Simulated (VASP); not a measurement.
Runs of VASP 6.6.1 on Cs. The structure is that of space group I4/mmm (No. 139), or close to it. The cells are those of the table. 

| cell | further INCAR settings | gap on the mesh (eV) | pressure (GPa) |
| --- | --- | --- | --- |
| a = 5.238 Å, angles 107.5, 107.5, 113.5°, 1 atom | ALGO = Fast; EDIFF = 1e-06; NBANDS = 10 | none | 0.1 |
| a = 5.411 Å, angles 108.2, 108.2, 112.1°, 1 atom | ALGO = Fast; EDIFF = 1e-06; NBANDS = 10 | none | (a) |
| a = 5.369 Å, angles 107.5, 107.5, 113.4°, 1 atom | ALGO = Fast; EDIFF = 1e-06; NBANDS = 10 | none | 0.0 |
| a = 5.280 Å, angles 108.1, 108.1, 112.1°, 1 atom | ALGO = Fast; EDIFF = 1e-06; NBANDS = 10 | none | 0.1 |
| a = 5.238 Å, angles 111.5, 111.5, 105.4°, 1 atom | ALGO = Fast; EDIFF = 1e-07; NBANDS = 10 | none | 0.1 |

Alike in all rows: task single point; level PBE; potentials or basis VASP PAW PBE potentials, release 64 (Cs_sv); no spin polarisation; k mesh 12 × 12 × 12; cutoff (eV) 520; smearing gaussian 0.15 eV.

Task: Fill in the values left out.

Result: (a) -0.1.

Caveats: spin-orbit coupling is left out, which moves the levels of the heavy elements.

A k mesh can miss the band edges, and the runs leave out spin-orbit coupling on Cs.

A gap of «none» marks levels without a gap at the run's occupations.
